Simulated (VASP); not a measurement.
# VN2 (I4/mcm) in VASP: further runs

Runs on VN2. Level: PBEsol. Tasks: single point.

All numbers are computed with VASP 6.6.1; they aren't measurements. Logs are shortened: lines on timing, memory, paths and dates and some standing lists are left out, and cuts for length are marked.

### 1 The cell of the first run

Symmetry: I4/mcm, No. 140, tetragonal system. Conventional cell: a = 4.367 Å, b = 4.367 Å, c = 5.033 Å, α = 90.00°, β = 90.00°, γ = 90.00°. Within 3.1 Å of V (site symmetry 422) lie 16 N at 2.16 to 3.00 Å and 6 V at 2.52 to 3.09 Å. Within 1.9 Å of N (site symmetry m2m) lie 1 N at 1.41 Å.

### 2 Single point, PBEsol (strain +0.025 along x and y, +0.025 along z)

File INCAR:

```
  PREC = Accurate
  ENCUT = 520
  EDIFF = 1E-6
  ISMEAR = 0
  SIGMA = 0.15
  LREAL = F
  LASPH = T
  NELM = 80
  ALGO = Normal
  ISIF = 2
  LWAVE = F
  LCHARG = T
  GGA = PS
  LELF = T
  LVHAR = T
  NBANDS = 32
```

File KPOINTS:

```
Automatic mesh
0
Gamma
  16 16 16
```

File POSCAR:

```
VN2
1.0
   -2.1835806704      2.1835806704      2.5166634980
    2.1835806704     -2.1835806704      2.5166634980
    2.1835806704      2.1835806704     -2.5166634980
V N
2 4
Direct
    0.2500000000      0.2500000000      0.0000000000
    0.7500000000      0.7500000000      0.0000000000
    0.1142608421      0.6142608421      0.7285216842
    0.6142608421      0.8857391579      0.5000000000
    0.8857391579      0.3857391579      0.2714783159
    0.3857391579      0.1142608421      0.5000000000
```

Potentials or basis: VASP PAW PBE potentials, release 64 (V_sv, N).

On the command line:

```sh
$ cat potpaw_PBE.64/V_sv/POTCAR potpaw_PBE.64/N/POTCAR > POTCAR
$ mpirun -np 1 vasp_std > vasp.out
```

OUTCAR:

```text
PREC = Accurate
   ENCUT = 520
   EDIFF = 1E-6
   ISMEAR = 0
   LREAL = F
   LASPH = T
   NELM = 80
   ISIF = 2
   GGA = PS

 ion  position               nearest neighbor table
   1  0.250  0.250  0.000-   5 2.16   3 2.16   6 2.16   6 2.16   4 2.16   4 2.16   3 2.16   5 2.16
                             2 2.52   2 2.52
   2  0.750  0.750  0.000-   5 2.16   3 2.16   4 2.16   4 2.16   6 2.16   6 2.16   3 2.16   5 2.16
                             1 2.52   1 2.52
   3  0.114  0.614  0.729-   5 1.41   1 2.16   2 2.16   2 2.16   1 2.16
   4  0.614  0.886  0.500-   6 1.41   2 2.16   1 2.16   2 2.16   1 2.16
   5  0.886  0.386  0.271-   3 1.41   2 2.16   1 2.16   2 2.16   1 2.16
   6  0.386  0.114  0.500-   4 1.41   1 2.16   2 2.16   1 2.16   2 2.16

  LATTYP: Found a body centered tetragonal cell.
 ALAT       =     4.3671613408
 C/A-ratio  =     1.1525397399

  Lattice vectors:

 A1 = (  -2.1835806704,   2.1835806704,   2.5166634980)
 A2 = (   2.1835806704,  -2.1835806704,   2.5166634980)
 A3 = (   2.1835806704,   2.1835806704,  -2.5166634980)

Analysis of symmetry for initial positions (statically):
=====================================================================
 Subroutine PRICEL returns:
 Original cell was already a primitive cell.

 Routine SETGRP: Setting up the symmetry group for a
 body centered tetragonal supercell.

 Subroutine GETGRP returns: Found 16 space group operations
 (whereof  8 operations were pure point group operations)
 out of a pool of 16 trial point group operations.

The static configuration has the point symmetry C_4h.
 The point group associated with its full space group is D_4h.

Analysis of symmetry for dynamics (positions and initial velocities):
=====================================================================
 Subroutine PRICEL returns:
 Original cell was already a primitive cell.

 Routine SETGRP: Setting up the symmetry group for a
 body centered tetragonal supercell.

 Subroutine GETGRP returns: Found 16 space group operations
 (whereof  8 operations were pure point group operations)
 out of a pool of 16 trial point group operations.

The dynamic configuration has the point symmetry C_4h.
 The point group associated with its full space group is D_4h.

 Subroutine INISYM returns: Found 16 space group operations
 (whereof  8 operations are pure point group operations),
 and found     1 'primitive' translations

----------------------------------------------------------------------------------------

                                     Primitive cell

  volume of cell :      47.9981

  direct lattice vectors                    reciprocal lattice vectors
    -2.183580670  2.183580670  2.516663498     0.000000000  0.228981694  0.198675747
     2.183580670 -2.183580670  2.516663498     0.228981694  0.000000000  0.198675747
     2.183580670  2.183580670 -2.516663498     0.228981694  0.228981694  0.000000000

  length of vectors
     3.983672207  3.983672207  3.983672207     0.303157828  0.303157828  0.323829017

  position of ions in fractional coordinates (direct lattice)
     0.250000000  0.250000000  0.000000000
     0.750000000  0.750000000  0.000000000
     0.114260842  0.614260842  0.728521684
     0.614260842  0.885739158  0.500000000
     0.885739158  0.385739158  0.271478316
     0.385739158  0.114260842  0.500000000

  ion indices of the primitive-cell ions
   primitive index   ion index
                 1           1
                 2           2
                 3           3
                 4           4
                 5           5
                 6           6

----------------------------------------------------------------------------------------

 KPOINTS: Automatic mesh

Automatic generation of k-mesh.
 Grid dimensions read from file:
 generate k-points for:   16   16   16

 Generating k-lattice:

  Cartesian coordinates                     Fractional coordinates (reciprocal lattice)
     0.000000000  0.014311356  0.012417234     0.062500000  0.000000000  0.000000000
     0.014311356  0.000000000  0.012417234     0.000000000  0.062500000  0.000000000
     0.014311356  0.014311356  0.000000000     0.000000000  0.000000000  0.062500000

  Length of vectors
     0.018947364  0.018947364  0.020239314

  Shift w.r.t. Gamma in fractional coordinates (k-lattice)
     0.000000000  0.000000000  0.000000000

 Subroutine IBZKPT returns following result:
 ===========================================

 Found    349 irreducible k-points:

 Following reciprocal coordinates:
            Coordinates               Weight
  0.000000  0.000000  0.000000      1.000000
  0.062500  0.000000  0.000000      8.000000
  0.125000  0.000000  0.000000      8.000000
  0.187500  0.000000  0.000000      8.000000
  0.250000  0.000000  0.000000      8.000000
  0.312500  0.000000  0.000000      8.000000
[... 16 lines left out ...]
 -0.125000  0.062500  0.000000     16.000000
 -0.062500  0.062500  0.000000      4.000000
 [... further k-points ...]
   k-points           NKPTS =    349   k-points in BZ     NKDIM =    349   number of bands    NBANDS=     32
   number of dos      NEDOS =    301   number of ions     NIONS =      6
   total plane-waves  NPLWV =  27000
   dimension x,y,z NGX =    30 NGY =   30 NGZ =   30
   dimension x,y,z NGXF=    60 NGYF=   60 NGZF=   60
   ions per type =               2   4
   NGX,Y,Z   is equivalent  to a cutoff of  12.52, 12.52, 12.52 a.u.
   NGXF,Y,Z  is equivalent  to a cutoff of  25.04, 25.04, 25.04 a.u.
 SYSTEM =  unknown system
   PREC   = accura    normal or accurate (medium, high low for compatibility)
   ISTART =      0    job   : 0-new  1-cont  2-samecut
   ICHARG =      2    charge: 1-file 2-atom 10-const
   ISPIN  =      1    spin polarized calculation?
   LNONCOLLINEAR =      F non collinear calculations
   LSORBIT =      F    spin-orbit coupling
   LASPH  =      T    aspherical Exc in radial PAW
   ENCUT  =  520.0 eV  38.22 Ry    6.18 a.u.   7.41  7.41  7.41*2*pi/ulx,y,z
   NELM   =     80;   NELMIN=  2; NELMDL= -5     # of ELM steps
   EDIFF  = 0.1E-05   stopping-criterion for ELM
   LREAL  =      F    real-space projection
   EDIFFG = 0.1E-04   stopping-criterion for IOM
   NSW    =      0    number of steps for IOM
   IBRION =     -1    ionic relax: 0-MD 1-quasi-New 2-CG
   NFREE  =      0    steps in history (QN), initial steepest desc. (CG)
   ISIF   =      2    stress and relaxation
   ISYM   =      2    0-nonsym 1-usesym 2-fastsym
   POTIM  = 0.5000    time-step for ionic-motion
   TEBEG  =    0.0;   TEEND  =   0.0 temperature during run
   PSTRESS=    0.0 pullay stress
   NELECT =      46.0000    total number of electrons
   NUPDOWN=      -1.0000    fix difference up-down
   EMIN   =  10.00;   EMAX   =-10.00  energy-range for DOS
   EFERMI =   0.00;   METHOD = LEGACY
   ISMEAR =     0;   SIGMA  =   0.15  broadening in eV -4-tet -1-fermi 0-gaus
   EFERMI_NEDOS =   21; number of points for ismear=-14 and -15
   IALGO  =     38    algorithm
   IMIX   =      4    mixing-type and parameters
     AMIX     =   0.40;   BMIX     =  1.00
     AMIX_MAG =   1.60;   BMIX_MAG =  1.00
  volume/ion in A,a.u.               =       8.00        53.98
  Fermi-wavevector in a.u.,A,eV,Ry     =   1.614060  3.050130 35.445740  2.605188
  Thomas-Fermi vector in A             =   2.709029
   LORBIT       =      0    0 simple, 1 ext, 2 COOP (PROOUT), +10 PAW based schemes
   GGA     = PS    functional components
   LHFCALC =     F    Hartree Fock is set to
   AEXX    =    0.0000 exact exchange contribution
   IVDW    =     0    specifies the selected vdW correction
   LEPSILON=     F    determine dielectric tensor
   LRPA    =     F    only Hartree local field effects (RPA)
 non-spin polarized calculation
 Gauss-broadening in eV      SIGMA  =   0.15
  energy-cutoff  :      520.00
  volume of cell :       48.00
 maximum number of plane-waves:      1312
 NGX is ok and might be reduce to    30
   NGX = 15   NGY = 15   NGZ = 15

 number of electron      46.0000007 magnetization

 Free energy of the ion-electron system (eV)
  ---------------------------------------------------
  ext. energy  EPLUGINS =         0.00000000
  ---------------------------------------------------
  free energy    TOTEN  =       -56.75752010 eV

  energy without entropy =      -56.72747708  energy(sigma->0) =      -56.74249859

 E-fermi :  10.6842     XC(G=0): -13.6491

 val. band max:       10.6787036489   @ k =  -0.4375   0.4375   0.3750
 cond. band min:      10.6846968747   @ k =  -0.3125   0.3750   0.0625
 fundamental gap:      0.0059932259
 Fermi energy:        10.6841779451

 k-point     1 :       0.0000    0.0000    0.0000
  band No.  band energies     occupation
      1     -54.6381      2.00000
      2     -54.4941      2.00000
      3     -28.7997      2.00000
      4     -28.5913      2.00000
      5     -28.5913      2.00000
      6     -28.5882      2.00000
[... 24 lines left out ...]
     31      12.8334      0.00000
     32      14.9979      0.00000

 k-point     2 :       0.0625    0.0000    0.0000
  band No.  band energies     occupation
      1     -54.6367      2.00000
      2     -54.4954      2.00000
      3     -28.7927      2.00000
      4     -28.5916      2.00000
      5     -28.5915      2.00000
      6     -28.5887      2.00000
[... 24 lines left out ...]
     31      12.8800      0.00000
     32      14.9389      0.00000

 k-point     3 :       0.1250    0.0000    0.0000
  band No.  band energies     occupation
      1     -54.6326      2.00000
      2     -54.4995      2.00000
      3     -28.7719      2.00000
      4     -28.5927      2.00000
      5     -28.5922      2.00000
      6     -28.5903      2.00000
[... 24 lines left out ...]
     31      13.0584      0.00000
     32      14.7665      0.00000

 k-point     4 :       0.1875    0.0000    0.0000
  band No.  band energies     occupation
      1     -54.6258      2.00000
      2     -54.5061      2.00000
      3     -28.7381      2.00000
      4     -28.5942      2.00000
      5     -28.5934      2.00000
      6     -28.5925      2.00000
[... 24 lines left out ...]
     31      13.2441      0.00000
     32      14.4971      0.00000

 k-point     5 :       0.2500    0.0000    0.0000
  band No.  band energies     occupation
      1     -54.6168      2.00000
      2     -54.5149      2.00000
      3     -28.6923      2.00000
      4     -28.5959      2.00000
      5     -28.5956      2.00000
      6     -28.5941      2.00000
[... 584 lines left out ...]
     31      13.3833      0.00000
     32      14.2362      0.00000

 k-point    22 :      -0.1875    0.0625    0.0000
  band No.  band energies     occupation
      1     -54.6312      2.00000
      2     -54.5006      2.00000
      3     -28.7751      2.00000
      4     -28.6075      2.00000
      5     -28.5944      2.00000
      6     -28.5881      2.00000
[... 24 lines left out ...]
     31      13.2395      0.00000
     32      14.5432      0.00000

 k-point    23 :      -0.1250    0.0625    0.0000
  band No.  band energies     occupation
      1     -54.6358      2.00000
      2     -54.4962      2.00000
      3     -28.7949      2.00000
      4     -28.6009      2.00000
      5     -28.5929      2.00000
      6     -28.5875      2.00000
[... 24 lines left out ...]
     31      13.0464      0.00000
     32      14.7783      0.00000

 k-point    24 :      -0.0625    0.0625    0.0000
  band No.  band energies     occupation
      1     -54.6376      2.00000
      2     -54.4945      2.00000
      3     -28.8008      2.00000
      4     -28.5944      2.00000
      5     -28.5920      2.00000
      6     -28.5876      2.00000
[... 24 lines left out ...]
     31      12.9136      0.00000
     32      14.9143      0.00000

 [... further k-points ...]

------------------------ aborting loop because EDIFF is reached ----------------------------------------

  FORCE on cell =-STRESS in cart. coord.  units (eV):
  Direction    XX          YY          ZZ          XY          YZ          ZX
  --------------------------------------------------------------------------------------
  -------------------------------------------------------------------------------------
  Total       -6.9745835     -6.9745835     -5.9354234      0.0000000     -0.0000000      0.0000000
  in kB     -232.8119343   -232.8119343   -198.1247189      0.0000000     -0.0000000      0.0000000
  external PRESSURE =    -221.2495292 kB  Pullay stress =       0.0000000 kB

 VOLUME and BASIS-vectors are now :
 -----------------------------------------------------------------------------
  energy-cutoff  :      520.00
  volume of cell :       48.00
      direct lattice vectors                 reciprocal lattice vectors
    -2.183580670  2.183580670  2.516663498     0.000000000  0.228981694  0.198675747
     2.183580670 -2.183580670  2.516663498     0.228981694  0.000000000  0.198675747
     2.183580670  2.183580670 -2.516663498     0.228981694  0.228981694  0.000000000

 POSITION                                       TOTAL-FORCE (eV/Angst)
 -----------------------------------------------------------------------------------
      0.00000      0.00000      1.25833        -0.000000      0.000000     -0.000000
      0.00000      0.00000      3.77500        -0.000000      0.000000     -0.000000
      2.68258      0.49900      0.00000        -0.315585     -0.315585      0.000000
      1.68459      0.49900      2.51666         0.315585     -0.315585     -0.000000
     -0.49900      1.68459      2.51666         0.315585      0.315585     -0.000000
      0.49900      1.68459      0.00000        -0.315585      0.315585     -0.000000
 -----------------------------------------------------------------------------------
    total drift:                               -0.000000     -0.000000      0.000000

  FREE ENERGIE OF THE ION-ELECTRON SYSTEM (eV)
  ---------------------------------------------------
  free  energy   TOTEN  =       -56.7575200978 eV

  energy  without entropy=      -56.7274770827  energy(sigma->0) =      -56.74249859
```

It took 12 min on 1 thread of Intel Xeon 8259CL, shared host; peak memory 0.5 GiB.

What came out:

| Property | Result |
| --- | --- |
| Free energy | -56.7575 eV |
| Pressure | -22.1 GPa |
| Largest force | 0.446 eV/Å |
| Band gap on the k mesh | zero (bands 23 and 24 overlap by 0.40 eV) |

Forces in eV/Å, atoms in the order of the input:
```
V    0.000  0.000  0.000
V    0.000  0.000  0.000
N   -0.316 -0.316  0.000
N    0.316 -0.316  0.000
N    0.316  0.316  0.000
N   -0.316  0.316  0.000
```

Caveat: the cell differs from its parent crystal (strain +0.025 along x and y, +0.025 along z); the cell stands under tension; the PAW data sets were made with another functional, which shifts forces and pressure a little; the run has no spin polarisation, though such a crystal can be magnetic.

### 3 Single point, PBEsol (strain +0.050 along x and y, +0.000 along z)

File INCAR:

```
SYSTEM = VN2
PREC = Accurate ; ENCUT = 520
EDIFF = 1E-6 ; ISMEAR = 0
SIGMA = 0.15 ; LREAL = .FALSE.
LASPH = .TRUE. ; NELM = 80
ALGO = Normal ; ISIF = 2
LWAVE = .FALSE. ; LCHARG = .TRUE.
GGA = PS ; LELF = .TRUE.
LVHAR = .TRUE. ; NBANDS = 32
```

File KPOINTS:

```
Automatic mesh
0
G
  16 16 16
  0 0 0
```

Changes to POSCAR since step 2:

```diff
@@ -2,5 +2,5 @@
 1.0
-   -2.1835806704      2.1835806704      2.5166634980
-    2.1835806704     -2.1835806704      2.5166634980
-    2.1835806704      2.1835806704     -2.5166634980
+   -2.2368387356      2.2368387356      2.4552814615
+    2.2368387356     -2.2368387356      2.4552814615
+    2.2368387356      2.2368387356     -2.4552814615
 V N
```

Potentials or basis: VASP PAW PBE potentials, release 64 (V_sv, N).

On the command line:

```sh
$ cat potpaw_PBE.64/V_sv/POTCAR potpaw_PBE.64/N/POTCAR > POTCAR
$ mpirun -np 1 vasp_std > vasp.out
```

Run time: 12 min. Hardware: 1 thread of Intel Xeon 8259CL, shared host; peak memory 0.5 GiB.

It converged, with:

```yaml
Free_energy: -56.4170 eV
Pressure: -29.1 GPa
Largest_force: 0.680 eV/Å
Band_gap_on_the_k_mesh: zero (bands 23 and 24 overlap by 0.44 eV)
```

Forces on the atoms (eV/Å):
```
V    0.000  0.000  0.000
V    0.000  0.000  0.000
N   -0.481 -0.481  0.000
N    0.481 -0.481  0.000
N    0.481  0.481  0.000
N   -0.481  0.481  0.000
```

Stress tensor (GPa, compression positive):
```
-39.02   0.00   0.00
  0.00 -39.02   0.00
  0.00   0.00  -9.39
```

Levels at points of the mesh, in eV from the Fermi level:
```tsv
k point	band 19	band 20	band 21	band 22	band 23	band 24	band 25	band 26	band 27	band 28
(0.00, 0.00, 0.00)	-2.73	-2.71	-2.70	-2.32	-2.32	0.72	1.12	1.12	1.45	1.83
(0.50, 0.00, 0.00)	-3.15	-3.15	-2.70	-2.70	0.18	0.18	0.70	0.70	1.16	1.16
(0.50, 0.50, 0.00)	-4.50	-3.51	-2.46	-2.43	-1.37	-0.12	1.03	1.04	1.81	1.87
(0.50, 0.50, 0.50)	-3.94	-1.49	-1.49	-0.57	-0.37	0.10	0.15	0.44	1.66	1.66
```

Caveat: the cell differs from its parent crystal (strain +0.050 along x and y, +0.000 along z); the cell stands under tension; the PAW data sets were made with another functional, which shifts forces and pressure a little; the run has no spin polarisation, though such a crystal can be magnetic.
